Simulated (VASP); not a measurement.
# SnO (P4/nmm) in VASP: a series of runs, part 2 of 2

VASP 6.6.1.

**4. Single point, PBEsol+D3(BJ)**

This run uses another cell than the first one, of the same volume but with other edges.

INCAR

```
PREC = Accurate
ENCUT = 600
EDIFF = 1E-6
ISMEAR = 0
SIGMA = 0.15
LREAL = False
LASPH = True
NELM = 120
ALGO = Normal
ISIF = 2
LWAVE = False
LCHARG = False
GGA = PS
IVDW = 12
NBANDS = 28
GGA_COMPAT = False
```

KPOINTS

```
Automatic mesh
0
Gamma
  14 14 12
```

POSCAR

```
SnO
1.0
    3.7095676665      0.0000000000      0.0000000000
    0.0000000000      3.7095676665      0.0000000000
    0.0000000000      0.0000000000      4.7142424003
Sn O
2 2
Direct
    0.0000000000      0.5000000000      0.2532585894
    0.5000000000      0.0000000000      0.7467414106
    0.0000000000      0.0000000000      0.0000000000
    0.5000000000      0.5000000000      0.0000000000
```

Potentials or basis: VASP PAW PBE potentials, release 64 (Sn_d, O).

The run is started by

```console
$ cat potpaw_PBE.64/Sn_d/POTCAR potpaw_PBE.64/O/POTCAR > POTCAR
$ mpirun -np 1 vasp_std > vasp.out
```

OUTCAR:

```text
PREC = Accurate
   ENCUT = 600
   EDIFF = 1E-6
   ISMEAR = 0
   LREAL = False
   LASPH = True
   NELM = 120
   ISIF = 2
   GGA = PS
   IVDW = 12
 IVDW          = 12

 ion  position               nearest neighbor table
   1  0.000  0.500  0.253-   3 2.21   4 2.21   3 2.21   4 2.21   2 3.51   2 3.51   2 3.51   2 3.51
                             2 3.55   2 3.55   2 3.55   2 3.55
   2  0.500  0.000  0.747-   3 2.21   4 2.21   4 2.21   3 2.21   1 3.51   1 3.51   1 3.51   1 3.51
                             1 3.55   1 3.55   1 3.55   1 3.55
   3  0.000  0.000  0.000-   1 2.21   2 2.21   1 2.21   2 2.21
   4  0.500  0.500  0.000-   1 2.21   2 2.21   2 2.21   1 2.21

  LATTYP: Found a simple tetragonal cell.
 ALAT       =     3.7095676665
 C/A-ratio  =     1.2708333758

  Lattice vectors:

 A1 = (   3.7095676665,   0.0000000000,   0.0000000000)
 A2 = (   0.0000000000,   3.7095676665,   0.0000000000)
 A3 = (   0.0000000000,   0.0000000000,   4.7142424003)

Analysis of symmetry for initial positions (statically):
=====================================================================
 Subroutine PRICEL returns:
 Original cell was already a primitive cell.

 Routine SETGRP: Setting up the symmetry group for a
 simple tetragonal supercell.

 Subroutine GETGRP returns: Found 16 space group operations
 (whereof  8 operations were pure point group operations)
 out of a pool of 16 trial point group operations.

The static configuration has the point symmetry D_2d.
 The point group associated with its full space group is D_4h.

Analysis of symmetry for dynamics (positions and initial velocities):
=====================================================================
 Subroutine PRICEL returns:
 Original cell was already a primitive cell.

 Routine SETGRP: Setting up the symmetry group for a
 simple tetragonal supercell.

 Subroutine GETGRP returns: Found 16 space group operations
 (whereof  8 operations were pure point group operations)
 out of a pool of 16 trial point group operations.

The dynamic configuration has the point symmetry D_2d.
 The point group associated with its full space group is D_4h.
[... 125 lines left out ...]
  Fermi-wavevector in a.u.,A,eV,Ry     =   1.393398  2.633141 26.416518  1.941559
  Thomas-Fermi vector in A             =   2.517048
   LORBIT       =      0    0 simple, 1 ext, 2 COOP (PROOUT), +10 PAW based schemes
   GGA     = PS    functional components
   LHFCALC =     F    Hartree Fock is set to
   AEXX    =    0.0000 exact exchange contribution
   IVDW    =    12    specifies the selected vdW correction
   LEPSILON=     F    determine dielectric tensor
   LRPA    =     F    only Hartree local field effects (RPA)
 non-spin polarized calculation
 Gauss-broadening in eV      SIGMA  =   0.15
  energy-cutoff  :      600.00
  volume of cell :       64.87
 maximum number of plane-waves:      2210
 NGX is ok and might be reduce to    30

 number of electron      39.9999985 magnetization

 Free energy of the ion-electron system (eV)
  ---------------------------------------------------
  ext. energy  EPLUGINS =         0.00000000
  ---------------------------------------------------
  free energy    TOTEN  =       -24.16401023 eV

  energy without entropy =      -24.16024928  energy(sigma->0) =      -24.16212976

 E-fermi :   8.0791     XC(G=0): -10.9254

 val. band max:        8.0660919646   @ k =   0.1429   0.0714   0.0833
 cond. band min:       8.0849667999   @ k =   0.1429   0.0000   0.0833
 fundamental gap:      0.0188748353
 Fermi energy:         8.0790635954

 k-point     1 :       0.0000    0.0000    0.0000
  band No.  band energies     occupation
      1     -14.0864      2.00000
      2     -13.6208      2.00000
      3     -13.6198      2.00000
      4     -13.6198      2.00000
      5     -13.5614      2.00000
      6     -13.5582      2.00000
[... 733 lines left out ...]
     27      15.6987      0.00000
     28      16.7871      0.00000

 [... further k-points ...]

------------------------ aborting loop because EDIFF is reached ----------------------------------------

 Edisp (eV)   -0.93392

 E8    (eV) :    -0.6181

  FORCE on cell =-STRESS in cart. coord.  units (eV):
  Direction    XX          YY          ZZ          XY          YZ          ZX
  --------------------------------------------------------------------------------------
  -------------------------------------------------------------------------------------
  Total       0.89380     0.89380    -0.90400     0.00000     0.00000     0.00000
  in kB      22.07458    22.07458   -22.32653     0.00000     0.00000     0.00000
  external pressure =        7.27 kB  Pullay stress =        0.00 kB

 VOLUME and BASIS-vectors are now :
 -----------------------------------------------------------------------------
  energy-cutoff  :      600.00
  volume of cell :       64.87
      direct lattice vectors                 reciprocal lattice vectors
     3.709567666  0.000000000  0.000000000     0.269573193  0.000000000  0.000000000
     0.000000000  3.709567666  0.000000000     0.000000000  0.269573193  0.000000000
     0.000000000  0.000000000  4.714242400     0.000000000  0.000000000  0.212123161

 POSITION                                       TOTAL-FORCE (eV/Angst)
 -----------------------------------------------------------------------------------
      0.00000      1.85478      1.19392        -0.000000      0.000000     -0.131873
      1.85478      0.00000      3.52032        -0.000000      0.000000      0.131873
      0.00000      0.00000      0.00000        -0.000000     -0.000000      0.000000
      1.85478      1.85478      0.00000         0.000000      0.000000      0.000000
 -----------------------------------------------------------------------------------
    total drift:                                0.000000      0.000000      0.000000

  FREE ENERGIE OF THE ION-ELECTRON SYSTEM (eV)
  ---------------------------------------------------
  free  energy   TOTEN  =       -25.0979267593 eV

  energy  without entropy=      -25.0941658124  energy(sigma->0) =      -25.09604629
```

Run time: 3.3 min. Hardware: 1 thread of Intel Xeon 6975P-C (Granite Rapids), shared host; peak memory 0.54 GiB.

What came out:

```
Free energy                : -25.0979 eV
Pressure                   : 0.7 GPa
Largest force              : 0.132 eV/Å
Band gap on the k mesh     : zero (bands 20 and 21 overlap by 0.79 eV)
Dispersion energy per atom : -0.233 eV
```

Forces on the atoms (eV/Å):
```
Sn   0.000  0.000 -0.132
Sn   0.000  0.000  0.132
O    0.000  0.000  0.000
O    0.000  0.000  0.000
```

Stress tensor (GPa, compression positive):
```
 2.21  0.00  0.00
 0.00  2.21  0.00
 0.00  0.00 -2.23
```

Caveat: semilocal functionals underestimate gaps, so a narrow gap can read as zero; the PAW data sets were made with another functional, which shifts forces and pressure a little; spin-orbit coupling is left out, which moves the levels of the heavy elements.

**5. Single point, PBEsol+D3(BJ)**

This run uses another cell than the first one, of the same volume but with other edges.

INCAR

```
SYSTEM = SnO
PREC     = Accurate       ! precision mode
ENCUT    = 600            ! plane-wave cutoff, eV
EDIFF    = 1E-6           ! SCF threshold, eV
ISMEAR   = 0              ! smearing method
SIGMA    = 0.15           ! smearing width, eV
LREAL    = .False.        ! projectors in reciprocal space
LASPH    = .True.         ! aspherical terms in the spheres
NELM     = 120            ! most SCF steps
ALGO     = Normal         ! electronic algorithm
ISIF     = 2              ! what is computed and relaxed
LWAVE    = .False.        ! write WAVECAR
LCHARG   = .False.        ! write CHGCAR
GGA      = PS             ! functional
IVDW     = 12             ! dispersion correction
NBANDS   = 28             ! bands
GGA_COMPAT= .False.
```

KPOINTS

```
Automatic mesh
0
Gamma
  14 14 12
  0 0 0
```

POSCAR

```
SnO
1.0
    3.4546597473      0.0000000000      0.0000000000
    0.0000000000      3.4546597473      0.0000000000
    0.0000000000      0.0000000000      5.4356056966
Sn O
2 2
Direct
    0.0000000000      0.5000000000      0.2532585894
    0.5000000000      0.0000000000      0.7467414106
    0.0000000000      0.0000000000      0.0000000000
    0.5000000000      0.5000000000      0.0000000000
```

The run is started by

```console
$ cat potpaw_PBE.64/Sn_d/POTCAR potpaw_PBE.64/O/POTCAR > POTCAR
$ mpirun -np 1 vasp_std > vasp.out
```

It took 3.4 min on 1 thread of Intel Xeon 6975P-C (Granite Rapids), shared host; peak memory 0.54 GiB.

It converged, with:

```yaml
Free_energy: -24.0800 eV
Pressure: 3.2 GPa
Largest_force: 2.259 eV/Å
Band_gap_on_the_k_mesh: zero (bands 20 and 21 overlap by 0.93 eV)
Dispersion_energy_per_atom: -0.234 eV
```

Forces on the atoms (eV/Å):
```
Sn   0.000  0.000 -2.259
Sn   0.000  0.000  2.259
O    0.000  0.000  0.000
O    0.000  0.000  0.000
```

Stress tensor (GPa, compression positive):
```
 14.16   0.00   0.00
  0.00  14.16   0.00
  0.00   0.00 -18.64
```

Levels at points of the mesh, in eV from the Fermi level:
```
           k point  band 17  band 18  band 19  band 20  band 21  band 22  band 23  band 24
(0.00, 0.00, 0.00)    -3.20    -1.56    -1.56     0.34     3.40     5.12     5.13     5.13
(0.50, 0.00, 0.00)    -3.79    -3.79    -3.25    -3.25     2.51     2.51     6.90     6.90
(0.50, 0.50, 0.00)    -2.16    -2.16    -0.87    -0.87    -0.59    -0.59     3.56     3.56
(0.00, 0.00, 0.50)    -3.85    -3.21    -1.58    -1.58     3.59     3.59     4.13     5.72
(0.50, 0.00, 0.50)    -3.78    -3.78    -2.25    -2.25     1.37     1.37     6.60     6.60
(0.50, 0.50, 0.50)    -2.65    -2.65    -0.87    -0.87     1.60     1.60     2.79     2.79
```

Caveat: the cell stands under pressure; the PAW data sets were made with another functional, which shifts forces and pressure a little; spin-orbit coupling is left out, which moves the levels of the heavy elements.

**6. The runs side by side**

| cell | gap on the mesh (eV) | pressure (GPa) | largest force (eV/Å) |
| --- | --- | --- | --- |
| a = 3.980, b = 3.980, c = 4.095 Å, 4 atoms | 0.40 | -2.1 | 0.36 |
| a = 3.822, b = 3.822, c = 4.441 Å, 4 atoms | none | -0.3 | 0.21 |
| a = 3.710, b = 3.710, c = 4.714 Å, 4 atoms | none | 0.7 | 0.13 |
| a = 3.455, b = 3.455, c = 5.436 Å, 4 atoms | none | 3.2 | 2.26 |

Alike in all rows: task single point; level PBEsol+D3(BJ); potentials or basis VASP PAW PBE potentials, release 64 (Sn_d, O); no spin polarisation; k mesh 14 × 14 × 12; cutoff (eV) 600; smearing gaussian 0.15 eV.

Caveats: the PAW data sets were made with another functional, which shifts forces and pressure a little; spin-orbit coupling is left out, which moves the levels of the heavy elements; semilocal functionals underestimate gaps, so a narrow gap can read as zero (at least some runs); the cell stands under pressure (at least some runs).

Absolute energies hang on the potentials; compare differences alone.
